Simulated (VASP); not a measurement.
CuI (Marshite), 2 atoms in the cell. The structure is cubic, space group F-43m (No. 216). Conventional cell: a = 6.024 Å, b = 6.024 Å, c = 6.024 Å, α = 90.00°, β = 90.00°, γ = 90.00°. Within 3.4 Å of Cu (site symmetry -43m) lie 4 I at 2.61 Å. Within 3.4 Å of I (site symmetry -43m) lie 4 Cu at 2.61 Å. 

| Item | Value |
| --- | --- |
| Program | VASP 6.6.1 |
| Task | single point |
| Functional | PBEsol |
| Potentials or basis | VASP PAW PBE potentials, release 64 (Cu, I) |
| Cutoff | 520 eV |
| k mesh | 6 × 6 × 6 |
| Occupations | tetrahedron |
| Spin | no spin polarisation |
| Dipole correction | no |
| Further INCAR settings | ALGO = Normal; EDIFF = 1e-06; NBANDS = 16 |

Potentials or basis: VASP PAW PBE potentials, release 64 (Cu, I).

The run is started by

```console
$ cat potpaw_PBE.64/Cu/POTCAR potpaw_PBE.64/I/POTCAR > POTCAR
$ mpirun -np 1 vasp_std > vasp.out
```

Hardware: 1 thread of Intel(R) Xeon(R) 6975P-C (Granite Rapids), with other jobs on the host.

**Question.** Estimate the wall time of this run.

**Answer.** Run time: 6.5 s on 1 thread of Intel(R) Xeon(R) 6975P-C (Granite Rapids) (shared host), peak memory 0.17 GiB. Counts: scf iterations 13, k points 16.
